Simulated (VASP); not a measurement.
# PtSe2 in VASP: single point with PBEsol

Aim: the single point of PtSe2 with PBEsol.

All numbers are computed with VASP 6.6.1; they aren't measurements. Logs are shortened: lines on timing, memory, paths and dates and some standing lists are left out, and cuts for length are marked.

**1. The cell of the first run**

The cell holds a slab with vacuum, 3 atoms: a = 3.328 Å, b = 3.328 Å, c = 16.710 Å, α = 90.00°, β = 90.00°, γ = 120.00°.

**2. Single point, PBEsol (W replaced by Pt, lengths x 0.961, strained)**

Contents of INCAR:

```
PREC = Accurate
ENCUT = 520
EDIFF = 1E-6
ISMEAR = 0
SIGMA = 0.1
LREAL = F
LASPH = T
NELM = 80
ALGO = Normal
ISIF = 2
LWAVE = F
LCHARG = T
GGA = PS
LELF = T
LVHAR = T
NBANDS = 18
```

Contents of KPOINTS:

```
regular mesh
0
Gamma
  15 15 4
```

Contents of POSCAR:

```
PtSe2
1.0
    3.3282301326      0.0000000000      0.0000000000
   -1.6641150664      2.8823318445      0.0000000000
    0.0000000000      0.0000000000     16.7098174696
Pt Se
1 2
Direct
    0.0000000000      0.0000000000      0.0000000000
    0.3333333300      0.6666666700      0.0997865200
    0.3333333300      0.6666666700      0.9002134800
```

Potentials or basis: VASP PAW PBE potentials, release 64 (Pt, Se).

Command:

```
$ cat potpaw_PBE.64/Pt/POTCAR potpaw_PBE.64/Se/POTCAR > POTCAR
$ mpirun -np 1 vasp_std > vasp.out
```

OUTCAR:

```text
PREC = Accurate
   ENCUT = 520
   EDIFF = 1E-6
   ISMEAR = 0
   LREAL = F
   LASPH = T
   NELM = 80
   ISIF = 2
   GGA = PS

 ion  position               nearest neighbor table
   1  0.000  0.000  0.000-   2 2.54   3 2.54   2 2.54   3 2.54   2 2.54   3 2.54
   2  0.333  0.667  0.100-   1 2.54   1 2.54   1 2.54
   3  0.333  0.667  0.900-   1 2.54   1 2.54   1 2.54

  LATTYP: Found a hexagonal cell.
 ALAT       =     3.3282301326
 C/A-ratio  =     5.0206316282

  Lattice vectors:

 A1 = (   3.3282301326,   0.0000000000,   0.0000000000)
 A2 = (  -1.6641150664,   2.8823318445,   0.0000000000)
 A3 = (   0.0000000000,   0.0000000000,  16.7098174696)

Analysis of symmetry for initial positions (statically):
=====================================================================
 Subroutine PRICEL returns:
 Original cell was already a primitive cell.

 Routine SETGRP: Setting up the symmetry group for a
 hexagonal supercell.

 Subroutine GETGRP returns: Found 12 space group operations
 (whereof 12 operations were pure point group operations)
 out of a pool of 24 trial point group operations.

The static configuration has the point symmetry D_3h.

Analysis of symmetry for dynamics (positions and initial velocities):
=====================================================================
 Subroutine PRICEL returns:
 Original cell was already a primitive cell.

 Routine SETGRP: Setting up the symmetry group for a
 hexagonal supercell.

 Subroutine GETGRP returns: Found 12 space group operations
 (whereof 12 operations were pure point group operations)
 out of a pool of 24 trial point group operations.

The dynamic configuration has the point symmetry D_3h.

 Subroutine INISYM returns: Found 12 space group operations
 (whereof 12 operations are pure point group operations),
 and found     1 'primitive' translations

----------------------------------------------------------------------------------------

                                     Primitive cell

  volume of cell :     160.2983

  direct lattice vectors                    reciprocal lattice vectors
     3.328230133  0.000000000  0.000000000     0.300459992  0.173470657  0.000000000
    -1.664115066  2.882331844  0.000000000     0.000000000  0.346941315  0.000000000
     0.000000000  0.000000000 16.709817470     0.000000000  0.000000000  0.059845058

  length of vectors
     3.328230133  3.328230133 16.709817470     0.346941315  0.346941315  0.059845058

  position of ions in fractional coordinates (direct lattice)
     0.000000000  0.000000000  0.000000000
     0.333333330  0.666666670  0.099786520
     0.333333330  0.666666670  0.900213480

  ion indices of the primitive-cell ions
   primitive index   ion index
                 1           1
                 2           2
                 3           3

----------------------------------------------------------------------------------------

 KPOINTS: regular mesh

Automatic generation of k-mesh.
 Grid dimensions read from file:
 generate k-points for:   15   15    4

 Generating k-lattice:

  Cartesian coordinates                     Fractional coordinates (reciprocal lattice)
     0.020030666  0.011564710  0.000000000     0.066666667  0.000000000  0.000000000
     0.000000000  0.023129421  0.000000000     0.000000000  0.066666667  0.000000000
     0.000000000  0.000000000  0.014961265     0.000000000  0.000000000  0.250000000

  Length of vectors
     0.023129421  0.023129421  0.014961265

  Shift w.r.t. Gamma in fractional coordinates (k-lattice)
     0.000000000  0.000000000  0.000000000

 Subroutine IBZKPT returns following result:
 ===========================================

 Found     81 irreducible k-points:

 Following reciprocal coordinates:
            Coordinates               Weight
  0.000000  0.000000  0.000000      1.000000
  0.066667  0.000000  0.000000      6.000000
  0.133333  0.000000  0.000000      6.000000
  0.200000  0.000000  0.000000      6.000000
  0.266667  0.000000  0.000000      6.000000
  0.333333  0.000000  0.000000      6.000000
[... 16 lines left out ...]
  0.333333  0.200000  0.000000     12.000000
  0.400000  0.200000  0.000000      6.000000
 [... further k-points ...]
   k-points           NKPTS =     81   k-points in BZ     NKDIM =     81   number of bands    NBANDS=     18
   number of dos      NEDOS =    301   number of ions     NIONS =      3
   total plane-waves  NPLWV =  98784
   dimension x,y,z NGX =    28 NGY =   28 NGZ =  126
   dimension x,y,z NGXF=    56 NGYF=   56 NGZF=  252
   ions per type =               1   2
   NGX,Y,Z   is equivalent  to a cutoff of  13.99, 13.99, 12.54 a.u.
   NGXF,Y,Z  is equivalent  to a cutoff of  27.97, 27.97, 25.07 a.u.
 SYSTEM =  unknown system
   PREC   = accura    normal or accurate (medium, high low for compatibility)
   ISTART =      0    job   : 0-new  1-cont  2-samecut
   ICHARG =      2    charge: 1-file 2-atom 10-const
   ISPIN  =      1    spin polarized calculation?
   LNONCOLLINEAR =      F non collinear calculations
   LSORBIT =      F    spin-orbit coupling
   LASPH  =      T    aspherical Exc in radial PAW
   ENCUT  =  520.0 eV  38.22 Ry    6.18 a.u.   6.19  6.19 31.07*2*pi/ulx,y,z
   NELM   =     80;   NELMIN=  2; NELMDL= -5     # of ELM steps
   EDIFF  = 0.1E-05   stopping-criterion for ELM
   LREAL  =      F    real-space projection
   EDIFFG = 0.1E-04   stopping-criterion for IOM
   NSW    =      0    number of steps for IOM
   IBRION =     -1    ionic relax: 0-MD 1-quasi-New 2-CG
   NFREE  =      0    steps in history (QN), initial steepest desc. (CG)
   ISIF   =      2    stress and relaxation
   ISYM   =      2    0-nonsym 1-usesym 2-fastsym
   POTIM  = 0.5000    time-step for ionic-motion
   TEBEG  =    0.0;   TEEND  =   0.0 temperature during run
   PSTRESS=    0.0 pullay stress
   NELECT =      22.0000    total number of electrons
   NUPDOWN=      -1.0000    fix difference up-down
   EMIN   =  10.00;   EMAX   =-10.00  energy-range for DOS
   EFERMI =   0.00;   METHOD = LEGACY
   ISMEAR =     0;   SIGMA  =   0.10  broadening in eV -4-tet -1-fermi 0-gaus
   EFERMI_NEDOS =   21; number of points for ismear=-14 and -15
   IALGO  =     38    algorithm
   IMIX   =      4    mixing-type and parameters
     AMIX     =   0.40;   BMIX     =  1.00
     AMIX_MAG =   1.60;   BMIX_MAG =  1.00
  volume/ion in A,a.u.               =      53.43       360.58
  Fermi-wavevector in a.u.,A,eV,Ry     =   0.844448  1.595775  9.702203  0.713092
  Thomas-Fermi vector in A             =   1.959477
   LORBIT       =      0    0 simple, 1 ext, 2 COOP (PROOUT), +10 PAW based schemes
   GGA     = PS    functional components
   LHFCALC =     F    Hartree Fock is set to
   AEXX    =    0.0000 exact exchange contribution
   IVDW    =     0    specifies the selected vdW correction
   LEPSILON=     F    determine dielectric tensor
   LRPA    =     F    only Hartree local field effects (RPA)
 non-spin polarized calculation
 Gauss-broadening in eV      SIGMA  =   0.10
  energy-cutoff  :      520.00
  volume of cell :      160.30
 maximum number of plane-waves:      4346
 NGX is ok and might be reduce to    28
   NGX = 13   NGY = 13   NGZ = 63

 number of electron      22.0000001 magnetization

 Free energy of the ion-electron system (eV)
  ---------------------------------------------------
  ext. energy  EPLUGINS =         0.00000000
  ---------------------------------------------------
  free energy    TOTEN  =       -14.22920885 eV

  energy without entropy =      -14.21407168  energy(sigma->0) =      -14.22164026

 E-fermi :  -0.6247     XC(G=0):  -4.7710

 val. band max:       -0.6487082740   @ k =   0.2667   0.2667   0.0000
 cond. band min:      -0.5787974885   @ k =   0.1333   0.1333   0.5000
 fundamental gap:      0.0699107854
 Fermi energy:        -0.6247262401

 k-point     1 :       0.0000    0.0000    0.0000
  band No.  band energies     occupation
      1     -15.9985      2.00000
      2     -14.8790      2.00000
      3      -7.6152      2.00000
      4      -5.0372      2.00000
      5      -5.0372      2.00000
      6      -4.6370      2.00000
[... 10 lines left out ...]
     17       5.4119      0.00000
     18       6.4716      0.00000

 k-point     2 :       0.0667    0.0000    0.0000
  band No.  band energies     occupation
      1     -15.9385      2.00000
      2     -14.8416      2.00000
      3      -7.5402      2.00000
      4      -5.1319      2.00000
      5      -4.9811      2.00000
      6      -4.7917      2.00000
[... 10 lines left out ...]
     17       5.5196      0.00000
     18       6.7573      0.00000

 k-point     3 :       0.1333    0.0000    0.0000
  band No.  band energies     occupation
      1     -15.7627      2.00000
      2     -14.7328      2.00000
      3      -7.3257      2.00000
      4      -5.3960      2.00000
      5      -5.1087      2.00000
      6      -4.8258      2.00000
[... 10 lines left out ...]
     17       5.7994      0.00000
     18       7.1423      0.00000

 k-point     4 :       0.2000    0.0000    0.0000
  band No.  band energies     occupation
      1     -15.4853      2.00000
      2     -14.5632      2.00000
      3      -7.0171      2.00000
      4      -5.7742      2.00000
      5      -5.4593      2.00000
      6      -5.0164      2.00000
[... 375 lines left out ...]
      4      -6.6063      2.00000
      5      -5.8357      2.00000
      6      -5.5133      2.00000
[... 10 lines left out ...]
     17       6.2816      0.00000
     18       7.5055      0.00000

 k-point    23 :       0.3333    0.2000    0.0000
  band No.  band energies     occupation
      1     -14.0995      2.00000
      2     -13.7583      2.00000
      3      -7.3283      2.00000
      4      -6.8867      2.00000
      5      -5.8596      2.00000
      6      -5.3744      2.00000
[... 10 lines left out ...]
     17       6.7452      0.00000
     18       8.1723      0.00000

 k-point    24 :       0.4000    0.2000    0.0000
  band No.  band energies     occupation
      1     -14.0087      2.00000
      2     -13.7089      2.00000
      3      -7.4060      2.00000
      4      -6.9874      2.00000
      5      -5.9028      2.00000
      6      -5.2903      2.00000
[... 10 lines left out ...]
     17       7.1673      0.00000
     18       8.2347      0.00000

 [... further k-points ...]

------------------------ aborting loop because EDIFF is reached ----------------------------------------

  FORCE on cell =-STRESS in cart. coord.  units (eV):
  Direction    XX          YY          ZZ          XY          YZ          ZX
  --------------------------------------------------------------------------------------
  -------------------------------------------------------------------------------------
  Total        1.4000678      1.4000678     -0.7373794     -0.0000000      0.0000000      0.0000000
  in kB       13.9936376     13.9936376     -7.3700854     -0.0000000      0.0000000      0.0000000
  external PRESSURE =       6.8723966 kB  Pullay stress =       0.0000000 kB

 VOLUME and BASIS-vectors are now :
 -----------------------------------------------------------------------------
  energy-cutoff  :      520.00
  volume of cell :      160.30
      direct lattice vectors                 reciprocal lattice vectors
     3.328230133  0.000000000  0.000000000     0.300459992  0.173470657  0.000000000
    -1.664115066  2.882331844  0.000000000     0.000000000  0.346941315  0.000000000
     0.000000000  0.000000000 16.709817470     0.000000000  0.000000000  0.059845058

 POSITION                                       TOTAL-FORCE (eV/Angst)
 -----------------------------------------------------------------------------------
      0.00000      0.00000      0.00000        -0.000000      0.000000      0.000000
     -0.00000      1.92155      1.66741         0.000000      0.000000     -0.216829
     -0.00000      1.92155     15.04240        -0.000000      0.000000      0.216829
 -----------------------------------------------------------------------------------
    total drift:                                0.000011     -0.000007      0.000000

  FREE ENERGIE OF THE ION-ELECTRON SYSTEM (eV)
  ---------------------------------------------------
  free  energy   TOTEN  =       -14.2292088501 eV

  energy  without entropy=      -14.2140716795  energy(sigma->0) =      -14.22164026
```

Wall time 10 min (1 thread of AMD EPYC 7R13, shared host); peak memory 0.43 GiB.

Results:

```
Free energy            : -14.2292 eV
Largest force          : 0.217 eV/Å
Band gap on the k mesh : zero (bands 11 and 12 overlap by 1.47 eV)
```

Forces on the atoms (eV/Å):
```
Pt   0.000  0.000  0.000
Se   0.000  0.000 -0.217
Se   0.000  0.000  0.217
```

Levels at points of the mesh, in eV from the Fermi level:
```tsv
k point	band 9	band 10	band 11	band 12	band 13	band 14
(0.00, 0.00, 0.00)	-2.81	1.22	1.22	1.36	1.36	3.30
(0.00, 0.00, 0.50)	-2.81	1.22	1.22	1.36	1.36	3.31
```

Caveat: the cell differs from its parent crystal (W replaced by Pt, lengths x 0.961, strained); there is no dipole correction, which matters where the two faces differ; the PAW data sets were made with another functional, which shifts forces and pressure a little; spin-orbit coupling is left out, which moves the levels of the heavy elements.

The gap in the log of VASP goes by the Fermi energy; the results here count the filled bands.